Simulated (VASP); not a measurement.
Write the native input for VASP 6.6.1 that does the following.

| Property | Result |
| --- | --- |
| Task | relaxation of cell and atoms |
| Functional | PBEsol |
| Potentials or basis | VASP PAW PBE potentials, release 64 (Cu) |
| Cutoff | 600 eV |
| k mesh | 11 × 11 × 6 |
| Occupations | methfessel-paxton, width 0.05 eV |
| Spin | no spin polarisation |
| Target pressure | 20 GPa |
| Dipole correction | no |
| Further INCAR settings | ALGO = Normal; EDIFF = 1e-06; IBRION = 2; EDIFFG = -0.02; NSW = 80; ISIF = 3 |

The structure of Cu lies in POSCAR:

```
Cu
1.0
    2.5600000000      0.0000000000      0.0000000000
   -1.2800000000      2.2170250337      0.0000000000
    0.0000000000      0.0000000000      4.1804800000
Cu
2
Direct
    0.3333333333      0.6666666667      0.2500000000
    0.6666666667      0.3333333333      0.7500000000
```

One way to write it, as run:

INCAR

```
SYSTEM = Cu
ALGO = Normal
EDIFF = 1E-6
EDIFFG = -0.02
ENCUT = 600
GGA = PS
IBRION = 2
ISIF = 3
ISMEAR = 1
LASPH = .True.
LCHARG = .False.
LREAL = .False.
LWAVE = .False.
NELM = 80
NSW = 80
PREC = Accurate
PSTRESS = 200.0
SIGMA = 0.05
```

KPOINTS

```
k-points
0
Gamma
  11 11 6
  0 0 0
```

Potentials or basis: VASP PAW PBE potentials, release 64 (Cu).

Launch:

```bash
$ cat potpaw_PBE.64/Cu/POTCAR > POTCAR
$ mpirun -np 1 vasp_std > vasp.out
```

Results of the run:

```json
{"Relaxed volume": "10.33 Å³/atom", "Relaxed cell": "a = 2.438 Å, b = 2.438 Å, c = 4.013 Å, α = 90.00°, β = 90.00°, γ = 120.00°", "Space group after relaxing (to 0.05 Å)": "P6_3/mmc (No. 194)", "Energy change on relaxing (the enthalpy is what falls)": "+47.6 meV/atom", "Ionic steps": "7", "Pressure after relaxing": "19.8 GPa", "Band gap on the k mesh": "zero (band 11 reaches 12.89 eV, above the bottom of band 12 at 7.01 eV)"}
```

Caveat: the cell is relaxed towards a set pressure, so the enthalpy falls and the energy may rise; the PAW data sets were made with another functional, which shifts forces and pressure a little.

Run time: 110 s on 1 thread of Intel(R) Xeon(R) Platinum 8259CL CPU @ 2.50GHz (Skylake/Cascade Lake) (shared host), peak memory 0.15 GiB.
